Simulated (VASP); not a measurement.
# Al3Cu2 (P-3m1) in VASP: notebook

The runs below take Al3Cu2 through relaxation of shape and atoms at fixed volume, single point, with PBEsol.

All numbers are computed with VASP 6.6.1; they aren't measurements. Logs are shortened: lines on timing, memory, paths and dates and some standing lists are left out, and cuts for length are marked.

### Step 1. The cell of the first run

The structure is trigonal, space group P-3m1 (No. 164). The conventional cell has a = 4.128 Å, b = 4.128 Å, c = 5.019 Å, α = 90.00°, β = 90.00°, γ = 120.00°. Al (site symmetry -3m) has 6 Cu at 2.51 Å and 6 Al at 2.97 Å within 3.3 Å. Al (site symmetry 3m) has 5 Cu at 2.46 to 2.58 Å and 6 Al at 2.81 to 2.97 Å within 3.3 Å. Cu (site symmetry 3m) has 8 Al at 2.46 to 2.58 Å and 3 Cu at 2.86 Å within 3.3 Å.

### Step 2. Relaxation of shape and atoms at fixed volume, PBEsol (14.81 Å³/atom)

INCAR reads:

```
SYSTEM = Al3Cu2
PREC = Accurate ; ENCUT = 600
EDIFF = 1E-6 ; ISMEAR = -1
SIGMA = 0.15 ; LREAL = .False.
LASPH = .True. ; NELM = 80
ALGO = Fast ; ISIF = 4
LWAVE = .False. ; LCHARG = .False.
GGA = PS ; IBRION = 2
NSW = 80 ; EDIFFG = -0.001
```

KPOINTS reads:

```
Automatic mesh
0
Gamma
  12 12 8
  0 0 0
```

POSCAR reads:

```
Al3Cu2
1.0
    4.1282046008      0.0000000000      0.0000000000
   -2.0641023004      3.5751300563      0.0000000000
    0.0000000000      0.0000000000      5.0186052841
Al Cu
3 2
Direct
    0.0000000000      0.0000000000      0.0000000000
    0.3333333333      0.6666666667      0.3517106669
    0.6666666667      0.3333333333      0.6482893331
    0.3333333333      0.6666666667      0.8428408278
    0.6666666667      0.3333333333      0.1571591722
```

Potentials or basis: VASP PAW PBE potentials, release 64 (Al, Cu).

The run is started by

```bash
$ cat potpaw_PBE.64/Al/POTCAR potpaw_PBE.64/Cu/POTCAR > POTCAR
$ mpirun -np 1 vasp_std > vasp.out
```

OUTCAR:

```text
SYSTEM = Al3Cu2
   PREC = Accurate
   ENCUT = 600
   EDIFF = 1E-6
   ISMEAR = -1
   LREAL = .False.
   LASPH = .True.
   NELM = 80
   ISIF = 4
   GGA = PS
   IBRION = 2
   NSW = 80
   EDIFFG = -0.001

 ion  position               nearest neighbor table
   1  0.000  0.000  0.000-   4 2.51   5 2.51   4 2.51   5 2.51   5 2.51   4 2.51   2 2.97   3 2.97
                             2 2.97   3 2.97   2 2.97   3 2.97
   2  0.333  0.667  0.352-   4 2.46   4 2.55   5 2.58   5 2.58   5 2.58   3 2.81   3 2.81   3 2.81
                             1 2.97   1 2.97   1 2.97
   3  0.667  0.333  0.648-   5 2.46   5 2.55   4 2.58   4 2.58   4 2.58   2 2.81   2 2.81   2 2.81
                             1 2.97   1 2.97   1 2.97
   4  0.333  0.667  0.843-   2 2.46   1 2.51   1 2.51   1 2.51   2 2.55   3 2.58   3 2.58   3 2.58

   5  0.667  0.333  0.157-   3 2.46   1 2.51   1 2.51   1 2.51   3 2.55   2 2.58   2 2.58   2 2.58

  LATTYP: Found a hexagonal cell.
 ALAT       =     4.1282046008
 C/A-ratio  =     1.2156871496

  Lattice vectors:

 A1 = (   4.1282046008,   0.0000000000,   0.0000000000)
 A2 = (  -2.0641023004,   3.5751300563,   0.0000000000)
 A3 = (   0.0000000000,   0.0000000000,   5.0186052841)

Analysis of symmetry for initial positions (statically):
=====================================================================
 Subroutine PRICEL returns:
 Original cell was already a primitive cell.

 Routine SETGRP: Setting up the symmetry group for a
 hexagonal supercell.

 Subroutine GETGRP returns: Found 12 space group operations
 (whereof 12 operations were pure point group operations)
 out of a pool of 24 trial point group operations.

The static configuration has the point symmetry D_3d.

Analysis of symmetry for dynamics (positions and initial velocities):
=====================================================================
 Subroutine PRICEL returns:
 Original cell was already a primitive cell.

 Routine SETGRP: Setting up the symmetry group for a
 hexagonal supercell.

 Subroutine GETGRP returns: Found 12 space group operations
 (whereof 12 operations were pure point group operations)
 out of a pool of 24 trial point group operations.

The dynamic configuration has the point symmetry D_3d.

 Subroutine INISYM returns: Found 12 space group operations
 (whereof 12 operations are pure point group operations),
 and found     1 'primitive' translations

----------------------------------------------------------------------------------------

                                     Primitive cell

  volume of cell :      74.0689

  direct lattice vectors                    reciprocal lattice vectors
     4.128204601  0.000000000  0.000000000     0.242236056  0.139855052  0.000000000
    -2.064102300  3.575130056  0.000000000     0.000000000  0.279710104  0.000000000
     0.000000000  0.000000000  5.018605284     0.000000000  0.000000000  0.199258548

  length of vectors
     4.128204601  4.128204601  5.018605284     0.279710104  0.279710104  0.199258548

  position of ions in fractional coordinates (direct lattice)
     0.000000000  0.000000000  0.000000000
     0.333333333  0.666666667  0.351710667
     0.666666667  0.333333333  0.648289333
     0.333333333  0.666666667  0.842840828
     0.666666667  0.333333333  0.157159172

  ion indices of the primitive-cell ions
   primitive index   ion index
                 1           1
                 2           2
                 3           3
                 4           4
                 5           5

----------------------------------------------------------------------------------------

 KPOINTS: Automatic mesh

Automatic generation of k-mesh.
 Grid dimensions read from file:
 generate k-points for:   12   12    8

 Generating k-lattice:

  Cartesian coordinates                     Fractional coordinates (reciprocal lattice)
     0.020186338  0.011654588  0.000000000     0.083333333 -0.000000000  0.000000000
     0.000000000  0.023309175  0.000000000     0.000000000  0.083333333  0.000000000
     0.000000000  0.000000000  0.024907318     0.000000000  0.000000000  0.125000000

  Length of vectors
     0.023309175  0.023309175  0.024907318

  Shift w.r.t. Gamma in fractional coordinates (k-lattice)
     0.000000000  0.000000000  0.000000000

 Subroutine IBZKPT returns following result:
 ===========================================

 Found    131 irreducible k-points:

 Following reciprocal coordinates:
            Coordinates               Weight
  0.000000  0.000000  0.000000      1.000000
  0.083333  0.000000  0.000000      6.000000
  0.166667  0.000000  0.000000      6.000000
  0.250000  0.000000  0.000000      6.000000
  0.333333  0.000000  0.000000      6.000000
  0.416667  0.000000  0.000000      6.000000
[... 16 lines left out ...]
  0.166667  0.000000  0.125000      6.000000
  0.000000  0.166667  0.125000      6.000000
 [... further k-points ...]
   k-points           NKPTS =    131   k-points in BZ     NKDIM =    131   number of bands    NBANDS=     19
   number of dos      NEDOS =    301   number of ions     NIONS =      5
   total plane-waves  NPLWV =  51840
   dimension x,y,z NGX =    36 NGY =   36 NGZ =   40
   dimension x,y,z NGXF=    72 NGYF=   72 NGZF=   80
   ions per type =               3   2
   NGX,Y,Z   is equivalent  to a cutoff of  14.50, 14.50, 13.25 a.u.
   NGXF,Y,Z  is equivalent  to a cutoff of  28.99, 28.99, 26.50 a.u.
 SYSTEM =  Al3Cu2
   PREC   = accura    normal or accurate (medium, high low for compatibility)
   ISTART =      0    job   : 0-new  1-cont  2-samecut
   ICHARG =      2    charge: 1-file 2-atom 10-const
   ISPIN  =      1    spin polarized calculation?
   LNONCOLLINEAR =      F non collinear calculations
   LSORBIT =      F    spin-orbit coupling
   LASPH  =      T    aspherical Exc in radial PAW
   ENCUT  =  600.0 eV  44.10 Ry    6.64 a.u.   8.25  8.25 10.02*2*pi/ulx,y,z
   NELM   =     80;   NELMIN=  2; NELMDL= -5     # of ELM steps
   EDIFF  = 0.1E-05   stopping-criterion for ELM
   LREAL  =      F    real-space projection
   EDIFFG = -.1E-02   stopping-criterion for IOM
   NSW    =     80    number of steps for IOM
   IBRION =      2    ionic relax: 0-MD 1-quasi-New 2-CG
   NFREE  =      1    steps in history (QN), initial steepest desc. (CG)
   ISIF   =      4    stress and relaxation
   ISYM   =      2    0-nonsym 1-usesym 2-fastsym
   POTIM  = 0.5000    time-step for ionic-motion
   TEBEG  =    0.0;   TEEND  =   0.0 temperature during run
   PSTRESS=    0.0 pullay stress
   NELECT =      31.0000    total number of electrons
   NUPDOWN=      -1.0000    fix difference up-down
   EMIN   =  10.00;   EMAX   =-10.00  energy-range for DOS
   EFERMI =   0.00;   METHOD = LEGACY
   ISMEAR =    -1;   SIGMA  =   0.15  broadening in eV -4-tet -1-fermi 0-gaus
   EFERMI_NEDOS =   21; number of points for ismear=-14 and -15
   IALGO  =     68    algorithm
   IMIX   =      4    mixing-type and parameters
     AMIX     =   0.40;   BMIX     =  1.00
     AMIX_MAG =   1.60;   BMIX_MAG =  1.00
  volume/ion in A,a.u.               =      14.81        99.97
  Fermi-wavevector in a.u.,A,eV,Ry     =   1.224569  2.314100 20.402888  1.499570
  Thomas-Fermi vector in A             =   2.359639
   LORBIT       =      0    0 simple, 1 ext, 2 COOP (PROOUT), +10 PAW based schemes
   GGA     = PS    functional components
   LHFCALC =     F    Hartree Fock is set to
   AEXX    =    0.0000 exact exchange contribution
   IVDW    =     0    specifies the selected vdW correction
   LEPSILON=     F    determine dielectric tensor
   LRPA    =     F    only Hartree local field effects (RPA)
 conjugate gradient relaxation of ions
 non-spin polarized calculation
 RMM-DIIS sequential band-by-band and
  energy-cutoff  :      600.00
  volume of cell :       74.07
 maximum number of plane-waves:      2492
 NGX is ok and might be reduce to    36
   NGX = 17   NGY = 17   NGZ = 21

--------------------------------------- Ionic step        1  -------------------------------------------

 number of electron      30.9999989 magnetization

 Free energy of the ion-electron system (eV)
  ---------------------------------------------------
  ext. energy  EPLUGINS =         0.00000000
  ---------------------------------------------------
  free energy    TOTEN  =       -21.75858828 eV

  energy without entropy =      -21.65894653  energy(sigma->0) =      -21.70876741

------------------------ aborting loop because EDIFF is reached ----------------------------------------

  FORCE on cell =-STRESS in cart. coord.  units (eV):
  Direction    XX          YY          ZZ          XY          YZ          ZX
  --------------------------------------------------------------------------------------
  -------------------------------------------------------------------------------------
  Total        0.1179443      0.1179443      0.2181277      0.0000000     -0.0000000      0.0000000
  in kB        2.5512414      2.5512414      4.7182979      0.0000000     -0.0000000      0.0000000
  external PRESSURE =       3.2735936 kB  Pullay stress =       0.0000000 kB
[... 98 lines left out ...]
  FREE ENERGIE OF THE ION-ELECTRON SYSTEM (eV)
  ---------------------------------------------------
  free  energy   TOTEN  =       -21.7583312046 eV

  energy  without entropy=      -21.6586697681  energy(sigma->0) =      -21.70850049

[... ionic steps 4 to 17 ...]

--------------------------------------- Ionic step       18  -------------------------------------------

 number of electron      30.9999990 magnetization

------------------------ aborting loop because EDIFF is reached ----------------------------------------
[... 73 lines left out ...]
--------------------------------------- Ionic step       20  -------------------------------------------

 number of electron      30.9999990 magnetization

 Free energy of the ion-electron system (eV)
  ---------------------------------------------------
  ext. energy  EPLUGINS =         0.00000000
  ---------------------------------------------------
  free energy    TOTEN  =       -21.75834806 eV

  energy without entropy =      -21.65877167  energy(sigma->0) =      -21.70855987

 E-fermi :   8.0324     XC(G=0): -10.9721

 val. band max:        8.0277306397   @ k =   0.4167   0.0000   0.1250
 cond. band min:       8.0350798740   @ k =   0.1667   0.1667   0.2500
 fundamental gap:      0.0073492343
 Fermi energy:         8.0323669383

 k-point     1 :       0.0000    0.0000    0.0000
  band No.  band energies     occupation
      1      -3.0495      2.00000
      2       1.7450      2.00000
      3       2.2403      2.00000
      4       2.8038      2.00000
      5       2.8038      2.00000
      6       3.1566      2.00000
[... 505 lines left out ...]
      6       3.0885      2.00000
[... 11 lines left out ...]
     18      10.9830      0.00000
     19      11.5711      0.00000

 [... further k-points ...]

------------------------ aborting loop because EDIFF is reached ----------------------------------------

  FORCE on cell =-STRESS in cart. coord.  units (eV):
  Direction    XX          YY          ZZ          XY          YZ          ZX
  --------------------------------------------------------------------------------------
  -------------------------------------------------------------------------------------
  Total       -0.8336176     -0.8336176     -0.8266220      0.0000000      0.0000000      0.0000000
  in kB      -18.0318956    -18.0318956    -17.8805726      0.0000000      0.0000000      0.0000000
  external PRESSURE =     -17.9814546 kB  Pullay stress =       0.0000000 kB
[... 20 lines left out ...]
  FREE ENERGIE OF THE ION-ELECTRON SYSTEM (eV)
  ---------------------------------------------------
  free  energy   TOTEN  =       -21.7583480574 eV

  energy  without entropy=      -21.6587716750  energy(sigma->0) =      -21.70855987

 reached required accuracy - stopping structural energy minimisation
```

Run time: 17 min. Hardware: 1 thread of Intel Xeon 8259CL, shared host; peak memory 0.39 GiB.

Results:

* Free energy: -21.7583 eV
* Ionic steps: 20
* Pressure after relaxing: -1.8 GPa
* Band gap on the k mesh: zero (an odd number of electrons rules out a gap without spin polarisation)

Step by step:
| step | energy change (eV) | largest force (eV/Å) | pressure (GPa) | volume (Å³) |
| --- | --- | --- | --- | --- |
| 1 | 0.0000 | 0.0127 | 0.33 | 74.07 |
| 2 | 0.0003 | 0.0111 | -1.81 | 74.07 |
| 3 | 0.0003 | 0.0051 | -1.67 | 74.07 |
| 4 | 0.0003 | 0.0055 | -1.93 | 74.07 |
| 5 | 0.0003 | 0.0048 | -1.78 | 74.07 |
| 6 | 0.0002 | 0.0052 | -1.72 | 74.07 |
| 7 | 0.0002 | 0.0055 | -1.66 | 74.07 |
| 8 | 0.0002 | 0.0059 | -1.68 | 74.07 |
| 9 | 0.0003 | 0.0062 | -1.69 | 74.07 |
| 10 | 0.0003 | 0.0061 | -1.73 | 74.07 |
| 11 | 0.0003 | 0.0060 | -1.73 | 74.07 |
| 12 | 0.0003 | 0.0060 | -1.74 | 74.07 |
| 13 | 0.0003 | 0.0060 | -1.75 | 74.07 |
| 14 | 0.0003 | 0.0060 | -1.76 | 74.07 |
| 15 | 0.0002 | 0.0040 | -1.76 | 74.07 |
| 16 | 0.0002 | 0.0025 | -1.74 | 74.07 |
| 17 | 0.0002 | 0.0027 | -1.79 | 74.07 |
| 18 | 0.0002 | 0.0007 | -1.72 | 74.07 |
| 19 | 0.0002 | 0.0019 | -1.66 | 74.07 |
| 20 | 0.0002 | 0.0000 | -1.80 | 74.07 |

Final structure:
```
Al Cu
1.0
     4.12823    0.00000    0.00000
    -2.06411    3.57515    0.00000
     0.00000    0.00000    5.01855
Al Cu
3 2
Cartesian
  0.0000 0.0000 0.0000
  0.0000 2.3834 1.7642
  2.0641 1.1917 3.2544
  0.0000 2.3834 4.2290
  2.0641 1.1917 0.7895
```

Caveat: the PAW data sets were made with another functional, which shifts forces and pressure a little.

(Part 1 of 2 ends here.)

The gap in the log of VASP goes by the Fermi energy; the results here count the filled bands.